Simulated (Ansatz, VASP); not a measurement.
**N in VASP and in Ansatz**

```
N
1.0
     7.03385    0.00000    0.00000
     0.00000    7.03385    0.00000
     0.00000    0.00000    7.03385
N
12
Cartesian
  6.4786 6.5932 1.5153
  6.2597 7.0215 0.5227
  4.7515 2.9233 3.7566
  4.7557 2.2390 2.8902
  0.1217 4.3962 5.6118
  -0.0053 5.0976 4.7704
  2.9711 6.3305 2.2000
  2.7160 5.4092 2.7492
  3.0142 6.5777 6.0155
  3.0674 7.6112 5.6358
  1.2796 2.5011 1.9208
  1.7868 2.6715 0.9548
```

Alike in both runs: functional PBE; k mesh 1 × 1 × 1; occupations fermi-dirac, width 0.05 eV; no spin polarisation.

Ansatz relaxed the structure, and its values are those at the end. VASP's run is a single point on that final structure, the one shown.

```csv
,VASP,Ansatz
version,VASP 6.6.1,Ansatz 0.2.0
potentials or method,"VASP PAW PBE potentials, release 64 (N_h), cutoff 1000 eV","scalar-relativistic, plane waves, PAW"
valence electrons in the cell,60,60
```

Ansatz gave:

| Item | Value |
| --- | --- |
| rms of the force components (eV/Å) | 0.116 |

Question: What did VASP give for the same quantities?

Answer: rms of the force components (eV/Å): 0.086.
